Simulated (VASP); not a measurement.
# Mg2C (Fm-3m) in VASP: a series of runs, part 2 of 2

VASP 6.6.1.

## Step 3: Dielectric tensor, r2SCAN

File INCAR:

```
PREC     = Accurate       # precision mode
ENCUT    = 520            # plane-wave cutoff, eV
EDIFF    = 1E-8           # SCF threshold, eV
ISMEAR   = 0              # smearing method
SIGMA    = 0.01           # smearing width, eV
LREAL    = F              # projectors in reciprocal space
LASPH    = T              # aspherical terms in the spheres
NELM     = 80             # most SCF steps
ALGO     = Normal         # electronic algorithm
ISIF     = 2              # what is computed and relaxed
LWAVE    = F              # write WAVECAR
LCHARG   = F              # write CHGCAR
METAGGA  = R2SCAN         # meta-GGA
LMIXTAU  = T            
LCALCEPS = T
```

File KPOINTS:

```
regular mesh
0
Gamma
  6 6 6
```

File POSCAR:

```
Mg2C
1.0
    0.0000000000      2.7109426128      2.7109426128
    2.7109426128      0.0000000000      2.7109426128
    2.7109426128      2.7109426128      0.0000000000
C Mg
1 2
Direct
    0.0000000000      0.0000000000      0.0000000000
    0.2500000000      0.2500000000      0.2500000000
    0.7500000000      0.7500000000      0.7500000000
```

Potentials or basis: VASP PAW PBE potentials, release 64 (C, Mg).

Run with:

```
> cat potpaw_PBE.64/C/POTCAR potpaw_PBE.64/Mg/POTCAR > POTCAR
> mpirun -np 1 vasp_std > vasp.out
```

OUTCAR:

```text
PREC = Accurate
   ENCUT = 520
   EDIFF = 1E-8
   ISMEAR = 0
   LREAL = F
   LASPH = T
   NELM = 80
   ISIF = 2
   METAGGA = R2SCAN

 ion  position               nearest neighbor table
   1  0.000  0.000  0.000-   3 2.35   3 2.35   3 2.35   2 2.35   2 2.35   2 2.35   3 2.35   2 2.35

   2  0.250  0.250  0.250-   1 2.35   1 2.35   1 2.35   1 2.35   3 2.71   3 2.71   3 2.71   3 2.71
                             3 2.71   3 2.71
   3  0.750  0.750  0.750-   1 2.35   1 2.35   1 2.35   1 2.35   2 2.71   2 2.71   2 2.71   2 2.71
                             2 2.71   2 2.71

  LATTYP: Found a face centered cubic cell.
 ALAT       =     5.4218852256

  Lattice vectors:

 A1 = (   0.0000000000,   2.7109426128,   2.7109426128)
 A2 = (   2.7109426128,   0.0000000000,   2.7109426128)
 A3 = (   2.7109426128,   2.7109426128,   0.0000000000)

Analysis of symmetry for initial positions (statically):
=====================================================================
 Subroutine PRICEL returns:
 Original cell was already a primitive cell.

 Routine SETGRP: Setting up the symmetry group for a
 face centered cubic supercell.

 Subroutine GETGRP returns: Found 48 space group operations
 (whereof 48 operations were pure point group operations)
 out of a pool of 48 trial point group operations.

The static configuration has the point symmetry O_h .

Analysis of symmetry for dynamics (positions and initial velocities):
=====================================================================
 Subroutine PRICEL returns:
 Original cell was already a primitive cell.

 Routine SETGRP: Setting up the symmetry group for a
 face centered cubic supercell.

 Subroutine GETGRP returns: Found 48 space group operations
 (whereof 48 operations were pure point group operations)
 out of a pool of 48 trial point group operations.

The dynamic configuration has the point symmetry O_h .

 Subroutine INISYM returns: Found 48 space group operations
 (whereof 48 operations are pure point group operations),
 and found     1 'primitive' translations

----------------------------------------------------------------------------------------

                                     Primitive cell

  volume of cell :      39.8466

  direct lattice vectors                    reciprocal lattice vectors
     0.000000000  2.710942613  2.710942613    -0.184437692  0.184437692  0.184437692
     2.710942613  0.000000000  2.710942613     0.184437692 -0.184437692  0.184437692
     2.710942613  2.710942613  0.000000000     0.184437692  0.184437692 -0.184437692

  length of vectors
     3.833851810  3.833851810  3.833851810     0.319455454  0.319455454  0.319455454

  position of ions in fractional coordinates (direct lattice)
     0.000000000  0.000000000  0.000000000
     0.250000000  0.250000000  0.250000000
     0.750000000  0.750000000  0.750000000

  ion indices of the primitive-cell ions
   primitive index   ion index
                 1           1
                 2           2
                 3           3

----------------------------------------------------------------------------------------

 KPOINTS: regular mesh

[... 79 lines left out ...]
  volume/ion in A,a.u.               =      13.28        89.63
  Fermi-wavevector in a.u.,A,eV,Ry     =   0.958608  1.811507 12.502799  0.918930
  Thomas-Fermi vector in A             =   2.087731
   LORBIT       =      0    0 simple, 1 ext, 2 COOP (PROOUT), +10 PAW based schemes
   METAGGA = R2SCAN    functional components
   LHFCALC =     F    Hartree Fock is set to
   AEXX    =    0.0000 exact exchange contribution
   IVDW    =     0    specifies the selected vdW correction
   LEPSILON=     F    determine dielectric tensor
   LRPA    =     F    only Hartree local field effects (RPA)
   LRPA       =     F
 non-spin polarized calculation
 Gauss-broadening in eV      SIGMA  =   0.01
  energy-cutoff  :      520.00
  volume of cell :       39.85
 maximum number of plane-waves:      1090
 NGX is ok and might be reduce to    30
   NGX = 15   NGY = 15   NGZ = 15

 number of electron       8.0000000 magnetization

 Free energy of the ion-electron system (eV)
  ---------------------------------------------------
  ext. energy  EPLUGINS =         0.00000000
  ---------------------------------------------------
  free energy    TOTEN  =       -17.80318982 eV

  energy without entropy =      -17.80318982  energy(sigma->0) =      -17.80318982

 E-fermi :   3.7231     XC(G=0): -10.3991

 val. band max:        3.6501596939   @ k =   0.0000   0.0000   0.0000
 cond. band min:   10000.0000000000   @ k =   0.0000   0.0000   0.0000
 fundamental gap:   9996.3498403061
 Fermi energy:         3.7230887116

 k-point     1 :       0.0000    0.0000    0.0000
  band No.  band energies     occupation
      1      -7.6421      2.00000
      2       3.6500      2.00000
      3       3.6500      2.00000
      4       3.6502      2.00000
      5   10000.0000      0.00000
      6   10000.0000      0.00000
      7   10000.0000      0.00000
      8   10000.0000      0.00000
[... 243 lines left out ...]
 k-point    24 :       0.0000    0.3333    0.1667
  band No.  band energies     occupation
      1      -6.6676      2.00000
      2       0.5115      2.00000
      3       2.7649      2.00000
      4       2.8504      2.00000
      5   10000.0000      0.00000
      6   10000.0000      0.00000
      7   10000.0000      0.00000
      8   10000.0000      0.00000

 [... further k-points ...]

------------------------ aborting loop because EDIFF is reached ----------------------------------------

            Ionic dipole moment: p[ion]=(     0.00000     0.00000     0.00000 ) |e| Angst

 Total electronic dipole moment: p[elc]=(     0.00001     0.00001     0.01442 ) |e| Angst

 MACROSCOPIC STATIC DIELECTRIC TENSOR (including local field effects)
 ------------------------------------------------------
           7.546729     0.000000    -0.000000
          -0.000000     7.546729    -0.000000
           0.000000     0.000000     7.546729
 ------------------------------------------------------

 PIEZOELECTRIC TENSOR (including local field effects) (e Angst)
          XX          YY          ZZ          XY          YZ          ZX
  --------------------------------------------------------------------------------
  x     0.00000     0.00000     0.00000     0.00000     0.00000     0.00000
  y     0.00000     0.00000     0.00000     0.00000     0.00000     0.00000
  z     0.00000     0.00000     0.00000     0.00000     0.00000     0.00000

 PIEZOELECTRIC TENSOR (including local field effects) (C/m^2)
          XX          YY          ZZ          XY          YZ          ZX
  --------------------------------------------------------------------------------
  x     0.00000     0.00000     0.00000     0.00000     0.00000     0.00000
  y     0.00000     0.00000     0.00000     0.00000     0.00000     0.00000
  z     0.00000     0.00000     0.00000     0.00000     0.00000     0.00000

 BORN EFFECTIVE CHARGES (including local field effects) (in |e|, cummulative output)
 ---------------------------------------------------------------------------------
 ion    1
    1    -3.10879     0.00000     0.00000
    2    -0.00000    -3.10879    -0.00000
    3    -0.00000    -0.00000    -3.10879
 ion    2
    1     1.55439    -0.00000    -0.00000
    2    -0.00000     1.55439    -0.00000
    3    -0.00000     0.00000     1.55439
 ion    3
    1     1.55439    -0.00000    -0.00000
    2    -0.00000     1.55439     0.00000
    3     0.00000     0.00000     1.55439

  FORCE on cell =-STRESS in cart. coord.  units (eV):
  Direction    XX          YY          ZZ          XY          YZ          ZX
  --------------------------------------------------------------------------------------
  -------------------------------------------------------------------------------------
  Total       -0.1058217     -0.1058217     -0.1058217     -0.0000000      0.0000000     -0.0000000
  in kB       -4.2549479     -4.2549479     -4.2549479     -0.0000000      0.0000000     -0.0000000
  external PRESSURE =      -4.2549479 kB  Pullay stress =       0.0000000 kB

 VOLUME and BASIS-vectors are now :
 -----------------------------------------------------------------------------
  energy-cutoff  :      520.00
  volume of cell :       39.85
      direct lattice vectors                 reciprocal lattice vectors
     0.000000000  2.710942613  2.710942613    -0.184437692  0.184437692  0.184437692
     2.710942613  0.000000000  2.710942613     0.184437692 -0.184437692  0.184437692
     2.710942613  2.710942613  0.000000000     0.184437692  0.184437692 -0.184437692

 POSITION                                       TOTAL-FORCE (eV/Angst)
 -----------------------------------------------------------------------------------
      0.00000      0.00000      0.00000        -0.000000     -0.000000     -0.000000
      1.35547      1.35547      1.35547         0.000000      0.000000      0.000000
      4.06641      4.06641      4.06641        -0.000000     -0.000000     -0.000000
 -----------------------------------------------------------------------------------
    total drift:                                0.000000     -0.000000     -0.000000

  FREE ENERGIE OF THE ION-ELECTRON SYSTEM (eV)
  ---------------------------------------------------
  free  energy   TOTEN  =       -17.8031898224 eV

  energy  without entropy=      -17.8031898224  energy(sigma->0) =      -17.80318982
```

Run time: 40 min. Hardware: 1 thread of Intel Xeon 8259CL, shared host; peak memory 0.27 GiB.

Results:

- Band gap on the k mesh: 1.11 eV (least direct gap 1.95 eV)
- Electronic dielectric tensor (diagonal): 7.55
- Born charges (mean of the diagonal): C -3.11; Mg +1.55 e

Levels at points of the mesh, in eV from the valence-band top:
| k point | band 1 | band 2 | band 3 | band 4 | band 5 | band 6 | band 7 | band 8 |
| --- | --- | --- | --- | --- | --- | --- | --- | --- |
| (0.00, 0.00, 0.00) | -11.29 | 0.00 | 0.00 | 0.00 | 1.95 | 7.20 | 7.20 | 7.20 |
| (0.50, 0.00, 0.00) | -9.77 | -4.82 | -0.43 | -0.43 | 4.03 | 6.11 | 6.11 | 6.63 |
| (0.50, 0.50, 0.00) | -9.29 | -4.10 | -1.58 | -1.58 | 1.11 | 4.76 | 9.96 | 10.24 |

Electronic dielectric tensor:
```
7.55 0.00 0.00
0.00 7.55 0.00
0.00 0.00 7.55
```

Born effective charge tensors (e):
atom 1, C
```
-3.11  0.00  0.00
 0.00 -3.11  0.00
 0.00  0.00 -3.11
```
atom 2, Mg
```
1.55 0.00 0.00
0.00 1.55 0.00
0.00 0.00 1.55
```
atom 3, Mg
```
1.55 0.00 0.00
0.00 1.55 0.00
0.00 0.00 1.55
```

Dipole moments of the cell (e·Å, modulo the quantum): ionic 0.000, 0.000, 0.000; electronic 0.000, 0.000, 0.014

Caveat: the structure was generated, so it needn't be the stable form of Mg2C; the PAW data sets were made with another functional, which shifts forces and pressure a little. A k mesh can miss the band edges.

The gap in the log of VASP goes by the Fermi energy; the results here count the filled bands.